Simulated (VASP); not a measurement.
# InP (F-43m) in VASP: G0W0 quasiparticle levels with PBE

Aim: the G0W0 quasiparticle levels of InP with PBE.

Program: VASP 6.6.1. These are calculated values, not measurements. Logs are shortened: lines on timing, memory, paths and dates and some standing lists are left out, and cuts for length are marked.

### 1 The cell of the first run

It takes space group F-43m (No. 216, cubic). The conventional cell has a = 5.960 Å, b = 5.960 Å, c = 5.960 Å, α = 90.00°, β = 90.00°, γ = 90.00°. Within 3.4 Å of In (site symmetry -43m) lie 4 P at 2.58 Å. P (site symmetry -43m) has 4 In at 2.58 Å within 3.4 Å.

### 2 G0W0 quasiparticle levels, PBE

Contents of POSCAR:

```
InP
1.0
    0.0000000000      2.9798940222      2.9798940222
    2.9798940222      0.0000000000      2.9798940222
    2.9798940222      2.9798940222      0.0000000000
In P
1 1
Direct
    0.0000000000      0.0000000000      0.0000000000
    0.7500000000      0.7500000000      0.7500000000
```

Contents of INCAR.step1:

```
SYSTEM = InP
ALGO = Normal
EDIFF = 1E-8
ENCUT = 500
GGA = PE
ISMEAR = 0
LASPH = .TRUE.
LCHARG = .FALSE.
LREAL = .FALSE.
LWAVE = .TRUE.
NELM = 100
PREC = Accurate
SIGMA = 0.01
```

Contents of INCAR.step2:

```
SYSTEM = InP
ALGO = Exact
EDIFF = 1E-8
ENCUT = 500
GGA = PE
ISMEAR = 0
ISTART = 1
LASPH = .TRUE.
LCHARG = .FALSE.
LOPTICS = .TRUE.
LREAL = .FALSE.
LWAVE = .TRUE.
NBANDS = 229
NELM = 1
PREC = Accurate
SIGMA = 0.01
```

Contents of INCAR.step3:

```
SYSTEM = InP
ALGO = EVGW0
EDIFF = 1E-8
ENCUT = 500
ENCUTGW = 150.0
GGA = PE
ISMEAR = 0
ISTART = 1
LASPH = .TRUE.
LCHARG = .FALSE.
LREAL = .FALSE.
LWAVE = .FALSE.
NBANDS = 229
NBANDSGW = 17
NELMGW = 1
NOMEGA = 96
OMEGAMAX = 20
PREC = Accurate
PRECFOCK = Fast
SIGMA = 0.01
```

Contents of KPOINTS:

```
k-points
0
G
  4 4 4
  0 0 0
```

Potentials or basis: VASP PAW PBE potentials, release 64 (In_d_GW, P_GW).

The run is started by

```
$ cat potpaw_PBE.64/In_d_GW/POTCAR potpaw_PBE.64/P_GW/POTCAR > POTCAR
$ cp INCAR.step1 INCAR
$ mpirun -np 1 vasp_std > vasp.out
$ cp INCAR.step2 INCAR
$ mpirun -np 1 vasp_std > vasp.out
$ cp INCAR.step3 INCAR
$ mpirun -np 1 vasp_std > vasp.out
```

OUTCAR:

```text
SYSTEM = InP
   EDIFF = 1E-8
   ENCUT = 500
   ENCUTGW = 150.0
   GGA = PE
   ISMEAR = 0
   ISTART = 1
   LASPH = .TRUE.
   LREAL = .FALSE.
   NELMGW = 1
   PREC = Accurate
   PRECFOCK = Fast

 ion  position               nearest neighbor table
   1  0.000  0.000  0.000-   2 2.58   2 2.58   2 2.58   2 2.58
   2  0.750  0.750  0.750-   1 2.58   1 2.58   1 2.58   1 2.58

  LATTYP: Found a face centered cubic cell.
 ALAT       =     5.9597880444

  Lattice vectors:

 A1 = (   0.0000000000,   2.9798940222,   2.9798940222)
 A2 = (   2.9798940222,   0.0000000000,   2.9798940222)
 A3 = (   2.9798940222,   2.9798940222,   0.0000000000)

Analysis of symmetry for initial positions (statically):
=====================================================================
 Subroutine PRICEL returns:
 Original cell was already a primitive cell.

 Routine SETGRP: Setting up the symmetry group for a
 face centered cubic supercell.

 Subroutine GETGRP returns: Found 24 space group operations
 (whereof 24 operations were pure point group operations)
 out of a pool of 48 trial point group operations.

The static configuration has the point symmetry T_d .

Analysis of symmetry for dynamics (positions and initial velocities):
=====================================================================
 Subroutine PRICEL returns:
 Original cell was already a primitive cell.

 Routine SETGRP: Setting up the symmetry group for a
 face centered cubic supercell.

 Subroutine GETGRP returns: Found 24 space group operations
 (whereof 24 operations were pure point group operations)
 out of a pool of 48 trial point group operations.

The dynamic configuration has the point symmetry T_d .

 Subroutine INISYM returns: Found 24 space group operations
 (whereof 24 operations are pure point group operations),
 and found     1 'primitive' translations

----------------------------------------------------------------------------------------

                                     Primitive cell

  volume of cell :      52.9215

  direct lattice vectors                    reciprocal lattice vectors
     0.000000000  2.979894022  2.979894022    -0.167791202  0.167791202  0.167791202
     2.979894022  0.000000000  2.979894022     0.167791202 -0.167791202  0.167791202
     2.979894022  2.979894022  0.000000000     0.167791202  0.167791202 -0.167791202

  length of vectors
     4.214206541  4.214206541  4.214206541     0.290622887  0.290622887  0.290622887

  position of ions in fractional coordinates (direct lattice)
     0.000000000  0.000000000  0.000000000
     0.750000000  0.750000000  0.750000000

  ion indices of the primitive-cell ions
   primitive index   ion index
                 1           1
                 2           2

----------------------------------------------------------------------------------------

 KPOINTS: k-points

Automatic generation of k-mesh.
 Grid dimensions read from file:
 generate k-points for:    4    4    4

 Generating k-lattice:

  Cartesian coordinates                     Fractional coordinates (reciprocal lattice)
    -0.041947801  0.041947801  0.041947801     0.250000000  0.000000000  0.000000000
     0.041947801 -0.041947801  0.041947801     0.000000000  0.250000000  0.000000000
     0.041947801  0.041947801 -0.041947801     0.000000000  0.000000000  0.250000000

  Length of vectors
     0.072655722  0.072655722  0.072655722

  Shift w.r.t. Gamma in fractional coordinates (k-lattice)
     0.000000000  0.000000000  0.000000000

 Subroutine IBZKPT returns following result:
 ===========================================

 Found      8 irreducible k-points:

 Following reciprocal coordinates:
            Coordinates               Weight
  0.000000  0.000000  0.000000      1.000000
  0.250000  0.000000  0.000000      8.000000
  0.500000  0.000000  0.000000      4.000000
  0.250000  0.250000  0.000000      6.000000
  0.500000  0.250000  0.000000     24.000000
 -0.250000  0.250000  0.000000     12.000000
  0.500000  0.500000  0.000000      3.000000
 -0.250000  0.500000  0.250000      6.000000
   k-points           NKPTS =      8   k-points in BZ     NKDIM =     64   number of bands    NBANDS=    229
   number of dos      NEDOS =    301   number of ions     NIONS =      2
   total plane-waves  NPLWV =  32768
   dimension x,y,z NGX =    32 NGY =   32 NGZ =   32
   dimension x,y,z NGXF=    64 NGYF=   64 NGZF=   64
   ions per type =               1   1
   NGX,Y,Z   is equivalent  to a cutoff of  12.62, 12.62, 12.62 a.u.
   NGXF,Y,Z  is equivalent  to a cutoff of  25.25, 25.25, 25.25 a.u.
 SYSTEM =  InP
   PREC   = accura    normal or accurate (medium, high low for compatibility)
   ISTART =      1    job   : 0-new  1-cont  2-samecut
   ICHARG =      0    charge: 1-file 2-atom 10-const
   ISPIN  =      1    spin polarized calculation?
   LNONCOLLINEAR =      F non collinear calculations
   LSORBIT =      F    spin-orbit coupling
   LASPH  =      T    aspherical Exc in radial PAW
   ENCUT  =  500.0 eV  36.75 Ry    6.06 a.u.   7.68  7.68  7.68*2*pi/ulx,y,z
   NELM   =     60;   NELMIN=  2; NELMDL=  0     # of ELM steps
   EDIFF  = 0.1E-07   stopping-criterion for ELM
   LREAL  =      F    real-space projection
   EDIFFG = 0.1E-06   stopping-criterion for IOM
   NSW    =      0    number of steps for IOM
   IBRION =     -1    ionic relax: 0-MD 1-quasi-New 2-CG
   NFREE  =      0    steps in history (QN), initial steepest desc. (CG)
   ISIF   =      0    stress and relaxation
   ISYM   =      3    0-nonsym 1-usesym 2-fastsym
   POTIM  = 0.5000    time-step for ionic-motion
   TEBEG  =    0.0;   TEEND  =   0.0 temperature during run
   PSTRESS=    0.0 pullay stress
   NELECT =      18.0000    total number of electrons
   NUPDOWN=      -1.0000    fix difference up-down
   EMIN   =  10.00;   EMAX   =-10.00  energy-range for DOS
   EFERMI =   0.00;   METHOD = LEGACY
   ISMEAR =     0;   SIGMA  =   0.01  broadening in eV -4-tet -1-fermi 0-gaus
   EFERMI_NEDOS =   21; number of points for ismear=-14 and -15
   IALGO  =     38    algorithm
   IMIX   =      4    mixing-type and parameters
     AMIX     =   0.40;   BMIX     =  1.00
     AMIX_MAG =   1.60;   BMIX_MAG =  1.00
  volume/ion in A,a.u.               =      26.46       178.57
  Fermi-wavevector in a.u.,A,eV,Ry     =   1.142760  2.159502 17.767839  1.305899
  Thomas-Fermi vector in A             =   2.279457
   LORBIT       =      0    0 simple, 1 ext, 2 COOP (PROOUT), +10 PAW based schemes
   GGA     = PE    functional components
   LHFCALC =     T    Hartree Fock is set to
   PRECFOCK=fast      Normal, Fast or Accurate (Low or Medium for compatibility)
   ENCUT4O =  -1.0   cutoff for four orbital integrals eV
   NKREDX  =     1    reduce k-point grid by
   NKREDY  =     1    reduce k-point grid by
   NKREDZ  =     1    reduce k-point grid by
   AEXX    =    1.0000 exact exchange contribution
   HFSCREEN=    0.0000 screening length (either q_TF or 0.3 A-1)
   HFSCREENC=   0.0000 screening length for correlation (either q_TF or 0.3 A-1)
   ENCUTFOCK=  -1.0 apply spherical cutoff to Coloumb kernel
   IVDW    =     0    specifies the selected vdW correction
   LEPSILON=     F    determine dielectric tensor
   LRPA    =     F    only Hartree local field effects (RPA)
   LRPAFORCE           =     F    calculate RPA forces
   ENCUTGW             = 150.0    cutoff for response function in eV
   ENCUTGWSOFT         = 120.0    soft cutoff for Coulomb kernel in GW response function in eV
   ENCUTLF             =  -1.0    cutoff for local field effects
   NELMGW              =     1    number of iterations in solving QP/BSE equation
   NELMHF              =     1    number of iterations in the inner HF iteration
   NKREDLFX            =     1    NKREDLFY  =   1   NKREDLFZ  =   1
 non-spin polarized calculation
 Gauss-broadening in eV      SIGMA  =   0.01
  energy-cutoff  :      500.00
  volume of cell :       52.92
 maximum number of plane-waves:      1363
 NGX is ok and might be reduce to    32
  NGX = 18; NGY = 18; NGZ = 18
   NGX = 15   NGY = 15   NGZ = 15
 maximum number of plane-waves:       229
 NGX is ok and might be reduce to    18

 QP shifts <psi_nk| G(iteration)W_0 |psi_nk>: iteration 1
 for sc-GW calculations column KS-energies equals QP-energies in previous step
 and V_xc(KS)=  KS-energies - (<T + V_ion + V_H > + <T+V_H+V_ion>^1  + <V_x>^1)

 k-point   1 :       0.0000    0.0000    0.0000
  band No.  KS-energies  QP-energies   sigma(KS)   V_xc(KS)     V^pw_x(r,r')   Z            occupation Imag(sigma)

      1     -10.6722     -12.6992     -19.5620     -16.6070     -25.3415       0.6860       2.0000       0.1646
      2     -10.6722     -12.6992     -19.5620     -16.6070     -25.3415       0.6860       2.0000       0.1646
      3     -10.6722     -12.6992     -19.5620     -16.6070     -25.3415       0.6860       2.0000       0.1646
      4     -10.5463     -12.6020     -19.6769     -16.6841     -25.3573       0.6869       2.0000       0.0931
      5     -10.5463     -12.6020     -19.6769     -16.6841     -25.3573       0.6869       2.0000       0.0931
      6      -7.7031      -8.0500     -11.8267     -11.2354     -18.1148       0.5867       2.0000       0.8218
[... 9 lines left out ...]
     16      12.8018      12.8749      -9.9029     -10.0046      -4.4438       0.7182       0.0000      -0.2447
     17      14.5409      14.2464      -7.8019      -7.4002      -2.1746       0.7332       0.0000      -0.4239

 k-point   2 :       0.2500    0.0000    0.0000
  band No.  KS-energies  QP-energies   sigma(KS)   V_xc(KS)     V^pw_x(r,r')   Z            occupation Imag(sigma)

      1     -10.7206     -12.6811     -19.3752     -16.4944     -25.2249       0.6805       2.0000       0.1827
      2     -10.6528     -12.6861     -19.5892     -16.6287     -25.3600       0.6868       2.0000       0.1597
      3     -10.6528     -12.6861     -19.5892     -16.6287     -25.3600       0.6868       2.0000       0.1597
      4     -10.5439     -12.5986     -19.6773     -16.6868     -25.3625       0.6871       2.0000       0.0950
      5     -10.5439     -12.5986     -19.6773     -16.6868     -25.3625       0.6871       2.0000       0.0950
      6      -7.0807      -7.4860     -12.1662     -11.5164     -18.1763       0.6237       2.0000       0.8059
[... 9 lines left out ...]
     16      12.5034      12.1768      -7.6169      -7.1713      -2.2451       0.7330       0.0000      -0.2676
     17      15.5227      15.3275      -8.7697      -8.5016      -2.8067       0.7282       0.0000      -0.4853

 k-point   3 :       0.5000    0.0000    0.0000
  band No.  KS-energies  QP-energies   sigma(KS)   V_xc(KS)     V^pw_x(r,r')   Z            occupation Imag(sigma)
[... 85 lines left out ...]
      1     -10.8240     -12.7103     -19.1556     -16.3573     -25.0931       0.6741       2.0000       0.2061
      2     -10.5858     -12.6319     -19.6549     -16.6797     -25.3877       0.6877       2.0000       0.1345
      3     -10.5858     -12.6319     -19.6549     -16.6797     -25.3877       0.6877       2.0000       0.1345
      4     -10.5858     -12.6319     -19.6549     -16.6797     -25.3877       0.6877       2.0000       0.1345
      5     -10.5170     -12.5751     -19.7076     -16.7196     -25.3982       0.6888       2.0000       0.0932
      6      -5.5343      -5.9496     -12.9557     -12.3213     -18.4533       0.6546       2.0000       0.6576
[... 9 lines left out ...]
     16      15.0770      15.0997     -10.1917     -10.2228      -4.1921       0.7295       0.0000      -0.4632
     17      15.0770      15.0997     -10.1917     -10.2228      -4.1921       0.7295       0.0000      -0.4632

 k-point   8 :      -0.2500    0.5000    0.2500
  band No.  KS-energies  QP-energies   sigma(KS)   V_xc(KS)     V^pw_x(r,r')   Z            occupation Imag(sigma)

      1     -10.7948     -12.6747     -19.1762     -16.3858     -25.1226       0.6737       2.0000       0.2112
      2     -10.6224     -12.6600     -19.6325     -16.6618     -25.3850       0.6859       2.0000       0.1459
      3     -10.5918     -12.6358     -19.6550     -16.6851     -25.4051       0.6882       2.0000       0.1457
      4     -10.5625     -12.6091     -19.6524     -16.6676     -25.3473       0.6857       2.0000       0.0978
      5     -10.5333     -12.5864     -19.6814     -16.6948     -25.3721       0.6874       2.0000       0.0966
      6      -5.4712      -5.8953     -13.0798     -12.4415     -18.5670       0.6643       2.0000       0.6554
[... 9 lines left out ...]
     16      15.2432      15.3447     -10.2466     -10.3894      -3.9428       0.7112       0.0000      -0.4963
     17      15.2578      15.1206      -9.3644      -9.1749      -3.3323       0.7244       0.0000      -0.4991
```

Wall time 6.1 min (1 thread of AMD EPYC 9R45 (Zen 5), shared host); peak memory 0.66 GiB.

Results:

```
Quasiparticle gap                                   : 0.91 eV
Least direct quasiparticle gap                      : 0.91 eV
Band gap of the starting levels on the mesh         : 0.42 eV
Least direct gap of the starting levels on the mesh : 0.42 eV
```

Caveat: the k points lie up to 0.46 Å⁻¹ apart; bands, screening cutoff and mesh are small and nothing is extrapolated, so the quasiparticle values aren't converged; spin-orbit coupling is left out, which moves the levels of the heavy elements.
